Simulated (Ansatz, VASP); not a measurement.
**Two plane-wave programs on KBr**

```xyz
2
Lattice="0.0000 3.6883 3.6883 3.6883 0.0000 3.6883 3.6883 3.6883 0.0000" Properties=species:S:1:pos:R:3 pbc="T T T"
K     0.0000    0.0000    0.0000
Br    1.8441    1.8441    1.8441
```

Alike in both runs: task single point; functional PBE-based global hybrid; k mesh 4 × 4 × 4; no spin polarisation.

|  | VASP | Ansatz |
| --- | --- | --- |
| version | VASP 6.6.1 | Ansatz 0.2.0 |
| potentials or method | VASP PAW PBE potentials, release 64 (K_sv, Br) | plane waves |
| plane-wave cutoff (eV) | 520 | 420 |
| occupations | gaussian, width 0.01 eV | fixed |
| valence electrons in the cell | 16 | 16 |

|  | VASP | Ansatz | Ansatz less VASP |
| --- | --- | --- | --- |
| gap on the k mesh at the Fermi level (eV) | 6.89 | 6.88 | -0.010 |
| pressure (GPa) | 0.1 | 0.1 | +0.01 |

VASP's potentials were made for PBE, not for PBE-based global hybrid. Ansatz's warnings: stress exchange threshold loose, stress scf threshold loose.
